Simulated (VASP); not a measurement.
# NaH (Fm-3m) in VASP: further runs

The runs below take NaH through single point, with PBE.

Everything below comes from runs of VASP 6.6.1. Logs are shortened: lines on timing, memory, paths and dates and some standing lists are left out, and cuts for length are marked.

### 1 The cell of the first run

It takes space group Fm-3m (No. 225, cubic). The conventional cell has a = 4.847 Å, b = 4.847 Å, c = 4.847 Å, α = 90.00°, β = 90.00°, γ = 90.00°. Na (site symmetry m-3m) has 6 H at 2.42 Å within 3.2 Å. H (site symmetry m-3m) has 6 Na at 2.42 Å within 3.2 Å.

### 2 Single point, PBE (volume scaled by 0.98)

INCAR reads:

```
  ALGO = Normal
  EDIFF = 1E-7
  ENCUT = 520
  GGA = PE
  ISIF = 2
  ISMEAR = -1
  LASPH = True
  LCHARG = False
  LREAL = False
  LWAVE = False
  NBANDS = 11
  NELM = 80
  PREC = Accurate
  SIGMA = 0.02
```

KPOINTS reads:

```
k-points
0
Gamma
  9 9 9
```

POSCAR reads:

```
NaH
1.0
    0.0000000000      2.4236236676      2.4236236676
    2.4236236676      0.0000000000      2.4236236676
    2.4236236676      2.4236236676      0.0000000000
Na H
1 1
Direct
    0.0000000000      0.0000000000      0.0000000000
    0.5000000000      0.5000000000      0.5000000000
```

Potentials or basis: VASP PAW PBE potentials, release 64 (Na_pv, H).

Run with:

```bash
cat potpaw_PBE.64/Na_pv/POTCAR potpaw_PBE.64/H/POTCAR > POTCAR
mpirun -np 1 vasp_std > vasp.out
```

OUTCAR:

```text
EDIFF = 1E-7
   ENCUT = 520
   GGA = PE
   ISIF = 2
   ISMEAR = -1
   LASPH = True
   LREAL = False
   NELM = 80
   PREC = Accurate

 ion  position               nearest neighbor table
   1  0.000  0.000  0.000-
   2  0.500  0.500  0.500-

  LATTYP: Found a face centered cubic cell.
 ALAT       =     4.8472473352

  Lattice vectors:

 A1 = (   0.0000000000,   2.4236236676,   2.4236236676)
 A2 = (   2.4236236676,   0.0000000000,   2.4236236676)
 A3 = (   2.4236236676,   2.4236236676,   0.0000000000)

Analysis of symmetry for initial positions (statically):
=====================================================================
 Subroutine PRICEL returns:
 Original cell was already a primitive cell.

 Routine SETGRP: Setting up the symmetry group for a
 face centered cubic supercell.

 Subroutine GETGRP returns: Found 48 space group operations
 (whereof 48 operations were pure point group operations)
 out of a pool of 48 trial point group operations.

The static configuration has the point symmetry O_h .

Analysis of symmetry for dynamics (positions and initial velocities):
=====================================================================
 Subroutine PRICEL returns:
 Original cell was already a primitive cell.

 Routine SETGRP: Setting up the symmetry group for a
 face centered cubic supercell.

 Subroutine GETGRP returns: Found 48 space group operations
 (whereof 48 operations were pure point group operations)
 out of a pool of 48 trial point group operations.

The dynamic configuration has the point symmetry O_h .

 Subroutine INISYM returns: Found 48 space group operations
 (whereof 48 operations are pure point group operations),
 and found     1 'primitive' translations

----------------------------------------------------------------------------------------

                                     Primitive cell

  volume of cell :      28.4725

  direct lattice vectors                    reciprocal lattice vectors
     0.000000000  2.423623668  2.423623668    -0.206302656  0.206302656  0.206302656
     2.423623668  0.000000000  2.423623668     0.206302656 -0.206302656  0.206302656
     2.423623668  2.423623668  0.000000000     0.206302656  0.206302656 -0.206302656

  length of vectors
     3.427521461  3.427521461  3.427521461     0.357326682  0.357326682  0.357326682

  position of ions in fractional coordinates (direct lattice)
     0.000000000  0.000000000  0.000000000
     0.500000000  0.500000000  0.500000000

  ion indices of the primitive-cell ions
   primitive index   ion index
                 1           1
                 2           2

----------------------------------------------------------------------------------------

 KPOINTS: k-points

Automatic generation of k-mesh.
 Grid dimensions read from file:
 generate k-points for:    9    9    9

 Generating k-lattice:

  Cartesian coordinates                     Fractional coordinates (reciprocal lattice)
    -0.022922517  0.022922517  0.022922517     0.111111111  0.000000000  0.000000000
     0.022922517 -0.022922517  0.022922517     0.000000000  0.111111111  0.000000000
     0.022922517  0.022922517 -0.022922517     0.000000000  0.000000000  0.111111111

  Length of vectors
     0.039702965  0.039702965  0.039702965

  Shift w.r.t. Gamma in fractional coordinates (k-lattice)
     0.000000000  0.000000000  0.000000000

 Subroutine IBZKPT returns following result:
 ===========================================

 Found     35 irreducible k-points:

 Following reciprocal coordinates:
            Coordinates               Weight
  0.000000  0.000000  0.000000      1.000000
  0.111111  0.000000  0.000000      8.000000
  0.222222  0.000000  0.000000      8.000000
  0.333333  0.000000  0.000000      8.000000
  0.444444  0.000000  0.000000      8.000000
  0.111111  0.111111  0.000000      6.000000
[... 16 lines left out ...]
 -0.333333  0.333333  0.000000     12.000000
  0.444444  0.444444  0.000000      6.000000
 [... further k-points ...]
   k-points           NKPTS =     35   k-points in BZ     NKDIM =     35   number of bands    NBANDS=     11
   number of dos      NEDOS =    301   number of ions     NIONS =      2
   total plane-waves  NPLWV =  21952
   dimension x,y,z NGX =    28 NGY =   28 NGZ =   28
   dimension x,y,z NGXF=    56 NGYF=   56 NGZF=   56
   ions per type =               1   1
   NGX,Y,Z   is equivalent  to a cutoff of  13.58, 13.58, 13.58 a.u.
   NGXF,Y,Z  is equivalent  to a cutoff of  27.16, 27.16, 27.16 a.u.
 SYSTEM =  unknown system
   PREC   = accura    normal or accurate (medium, high low for compatibility)
   ISTART =      0    job   : 0-new  1-cont  2-samecut
   ICHARG =      2    charge: 1-file 2-atom 10-const
   ISPIN  =      1    spin polarized calculation?
   LNONCOLLINEAR =      F non collinear calculations
   LSORBIT =      F    spin-orbit coupling
   LASPH  =      T    aspherical Exc in radial PAW
   ENCUT  =  520.0 eV  38.22 Ry    6.18 a.u.   6.37  6.37  6.37*2*pi/ulx,y,z
   NELM   =     80;   NELMIN=  2; NELMDL= -5     # of ELM steps
   EDIFF  = 0.1E-06   stopping-criterion for ELM
   LREAL  =      F    real-space projection
   EDIFFG = 0.1E-05   stopping-criterion for IOM
   NSW    =      0    number of steps for IOM
   IBRION =     -1    ionic relax: 0-MD 1-quasi-New 2-CG
   NFREE  =      0    steps in history (QN), initial steepest desc. (CG)
   ISIF   =      2    stress and relaxation
   ISYM   =      2    0-nonsym 1-usesym 2-fastsym
   POTIM  = 0.5000    time-step for ionic-motion
   TEBEG  =    0.0;   TEEND  =   0.0 temperature during run
   PSTRESS=    0.0 pullay stress
   NELECT =       8.0000    total number of electrons
   NUPDOWN=      -1.0000    fix difference up-down
   EMIN   =  10.00;   EMAX   =-10.00  energy-range for DOS
   EFERMI =   0.00;   METHOD = LEGACY
   ISMEAR =    -1;   SIGMA  =   0.02  broadening in eV -4-tet -1-fermi 0-gaus
   EFERMI_NEDOS =   21; number of points for ismear=-14 and -15
   IALGO  =     38    algorithm
   IMIX   =      4    mixing-type and parameters
     AMIX     =   0.40;   BMIX     =  1.00
     AMIX_MAG =   1.60;   BMIX_MAG =  1.00
  volume/ion in A,a.u.               =      14.24        96.07
  Fermi-wavevector in a.u.,A,eV,Ry     =   1.072251  2.026260 15.642909  1.149721
  Thomas-Fermi vector in A             =   2.208015
   LORBIT       =      0    0 simple, 1 ext, 2 COOP (PROOUT), +10 PAW based schemes
   GGA     = PE    functional components
   LHFCALC =     F    Hartree Fock is set to
   AEXX    =    0.0000 exact exchange contribution
   IVDW    =     0    specifies the selected vdW correction
   LEPSILON=     F    determine dielectric tensor
   LRPA    =     F    only Hartree local field effects (RPA)
 non-spin polarized calculation
  energy-cutoff  :      520.00
  volume of cell :       28.47
 maximum number of plane-waves:       779
 NGX is ok and might be reduce to    28
   NGX = 13   NGY = 13   NGZ = 13

 number of electron       8.0000002 magnetization

 Free energy of the ion-electron system (eV)
  ---------------------------------------------------
  ext. energy  EPLUGINS =         0.00000000
  ---------------------------------------------------
  free energy    TOTEN  =        -5.08750752 eV

  energy without entropy =       -5.08750752  energy(sigma->0) =       -5.08750752

 E-fermi :  -0.7624     XC(G=0):  -7.7394

 val. band max:       -1.2063909260   @ k =  -0.3333   0.4444   0.1111
 cond. band min:       2.8408855524   @ k =  -0.4444   0.1111   0.0000
 fundamental gap:      4.0472764783
 Fermi energy:        -0.7623542997

 k-point     1 :       0.0000    0.0000    0.0000
  band No.  band energies     occupation
      1     -23.2609      2.00000
      2     -23.2609      2.00000
      3     -23.2609      2.00000
      4      -4.7343      2.00000
      5       9.1959      0.00000
      6      14.3920      0.00000
      7      14.3920      0.00000
      8      14.3920      0.00000
      9      15.2277      0.00000
     10      15.2277      0.00000
     11      15.2277      0.00000

 k-point     2 :       0.1111    0.0000    0.0000
  band No.  band energies     occupation
      1     -23.2716      2.00000
      2     -23.2621      2.00000
      3     -23.2621      2.00000
      4      -4.5235      2.00000
      5       8.5102      0.00000
      6      12.0462      0.00000
      7      13.6819      0.00000
      8      13.6819      0.00000
      9      16.1021      0.00000
     10      16.1021      0.00000
     11      16.2323      0.00000

 k-point     3 :       0.2222    0.0000    0.0000
  band No.  band energies     occupation
      1     -23.2987      2.00000
      2     -23.2654      2.00000
      3     -23.2654      2.00000
      4      -3.9162      2.00000
      5       6.6012      0.00000
      6      10.5385      0.00000
      7      12.9415      0.00000
      8      12.9415      0.00000
      9      16.3716      0.00000
     10      16.3716      0.00000
     11      17.3255      0.00000

 k-point     4 :       0.3333    0.0000    0.0000
  band No.  band energies     occupation
      1     -23.3291      2.00000
      2     -23.2691      2.00000
      3     -23.2691      2.00000
      4      -3.0138      2.00000
      5       4.4157      0.00000
      6       9.8760      0.00000
      7      12.4533      0.00000
      8      12.4533      0.00000
      9      15.6497      0.00000
     10      15.6497      0.00000
     11      17.8272      0.00000

 k-point     5 :       0.4444    0.0000    0.0000
  band No.  band energies     occupation
      1     -23.3487      2.00000
      2     -23.2715      2.00000
      3     -23.2715      2.00000
      4      -2.1500      2.00000
      5       2.8485      0.00000
      6       9.6078      0.00000
      7      12.2144      0.00000
      8      12.2144      0.00000
      9      15.1912      0.00000
     10      15.1912      0.00000
     11      17.6846      0.00000
[... 211 lines left out ...]
 k-point    21 :       0.4444    0.3333    0.0000
  band No.  band energies     occupation
      1     -23.3326      2.00000
      2     -23.2913      2.00000
      3     -23.2869      2.00000
      4      -1.8776      2.00000
      5       4.2427      0.00000
      6       7.5984      0.00000
      7       9.8395      0.00000
      8      10.4608      0.00000
      9      12.5734      0.00000
     10      20.3744      0.00000
     11      21.6567      0.00000

 k-point    22 :      -0.4444    0.3333    0.0000
  band No.  band energies     occupation
      1     -23.3315      2.00000
      2     -23.3046      2.00000
      3     -23.2856      2.00000
      4      -1.3678      2.00000
      5       3.9859      0.00000
      6       5.7895      0.00000
      7      10.0011      0.00000
      8      10.5593      0.00000
      9      14.9338      0.00000
     10      20.1928      0.00000
     11      20.7653      0.00000

 k-point    23 :      -0.3333    0.3333    0.0000
  band No.  band energies     occupation
      1     -23.3205      2.00000
      2     -23.3179      2.00000
      3     -23.2807      2.00000
      4      -1.4044      2.00000
      5       4.5179      0.00000
      6       4.7088      0.00000
      7      10.5247      0.00000
      8      11.1199      0.00000
      9      17.1022      0.00000
     10      19.9850      0.00000
     11      20.3589      0.00000

 k-point    24 :       0.4444    0.4444    0.0000
  band No.  band energies     occupation
      1     -23.3396      2.00000
      2     -23.2908      2.00000
      3     -23.2908      2.00000
      4      -1.4974      2.00000
      5       3.6894      0.00000
      6       8.9351      0.00000
      7       9.5365      0.00000
      8       9.5365      0.00000
      9      10.6899      0.00000
     10      22.0291      0.00000
     11      23.8805      0.00000

 [... further k-points ...]
[... 5 lines left out ...]
  --------------------------------------------------------------------------------------
  -------------------------------------------------------------------------------------
  Total       -0.0441668     -0.0441668     -0.0441668      0.0000000      0.0000000     -0.0000000
  in kB       -2.4853107     -2.4853107     -2.4853107      0.0000000      0.0000000     -0.0000000
  external PRESSURE =      -2.4853107 kB  Pullay stress =       0.0000000 kB

 VOLUME and BASIS-vectors are now :
 -----------------------------------------------------------------------------
  energy-cutoff  :      520.00
  volume of cell :       28.47
      direct lattice vectors                 reciprocal lattice vectors
     0.000000000  2.423623668  2.423623668    -0.206302656  0.206302656  0.206302656
     2.423623668  0.000000000  2.423623668     0.206302656 -0.206302656  0.206302656
     2.423623668  2.423623668  0.000000000     0.206302656  0.206302656 -0.206302656

 POSITION                                       TOTAL-FORCE (eV/Angst)
 -----------------------------------------------------------------------------------
      0.00000      0.00000      0.00000        -0.000000      0.000000      0.000000
      2.42362      2.42362      2.42362         0.000000      0.000000     -0.000000
 -----------------------------------------------------------------------------------
    total drift:                               -0.000000     -0.000000     -0.000000

  FREE ENERGIE OF THE ION-ELECTRON SYSTEM (eV)
  ---------------------------------------------------
  free  energy   TOTEN  =        -5.0875075170 eV

  energy  without entropy=       -5.0875075170  energy(sigma->0) =       -5.08750752
```

It took 7.9 s on 1 thread of Intel Xeon Platinum 8488C (Sapphire Rapids), shared host; peak memory 0.15 GiB.

Results:

```
Free energy            : -5.0875 eV
Pressure               : -0.2 GPa
Band gap on the k mesh : 4.05 eV, indirect (least direct gap 4.75 eV)
```

Levels at points of the mesh, in eV from the valence-band top:
```
           k point  band 1  band 2  band 3  band 4  band 5  band 6  band 7  band 8  band 9
(0.00, 0.00, 0.00)  -22.05  -22.05  -22.05   -3.53   10.40   15.60   15.60   15.60   16.43
```

(Part 1 of 2 ends here.)
